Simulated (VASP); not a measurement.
Input of a VASP 6.6.1 run:

INCAR

```
SYSTEM = Al
  PREC = Accurate
  ENCUT = 600
  EDIFF = 1E-7
  ISMEAR = -1
  SIGMA = 0.1
  LREAL = .False.
  LASPH = .True.
  NELM = 60
  ALGO = Normal
  ISIF = 3
  LWAVE = .False.
  LCHARG = .False.
  IBRION = 2
  NSW = 60
  EDIFFG = -0.005
```

The input KPOINTS:

```
Automatic mesh
0
Gamma
  12 12 12
  0 0 0
```

File POSCAR:

```
Al
1.0
    2.7560720000      0.0000000000      0.0000000000
   -0.9186906379      2.5984496110      0.0000000000
   -0.9186906379     -1.2992247445      2.2503234088
Al
1
Direct
    0.0000000000      0.0000000000      0.0000000000
```

Potentials or basis: VASP PAW LDA potentials, release 64 (Al).

Run with:

```console
$ cat potpaw_LDA.64/Al/POTCAR > POTCAR
$ mpirun -np 1 vasp_std > vasp.out
```

Problem. Estimate the space group after relaxing (to 0.05 Å).

Solution. Im-3m (No. 229).

Problem. Estimate the relaxed cell.

Solution. a = 2.763 Å, b = 2.763 Å, c = 2.763 Å, α = 109.47°, β = 109.47°, γ = 109.47°.

Problem. Estimate the relaxed volume.

Solution. 16.24 Å³/atom.

Final structure:
```xyz
1
Lattice="2.7633 0.0000 0.0000 -0.9211 2.6053 0.0000 -0.9211 -1.3026 2.2562" Properties=species:S:1:pos:R:3 pbc="T T T"
Al    1.8422    2.6053    0.0000
```
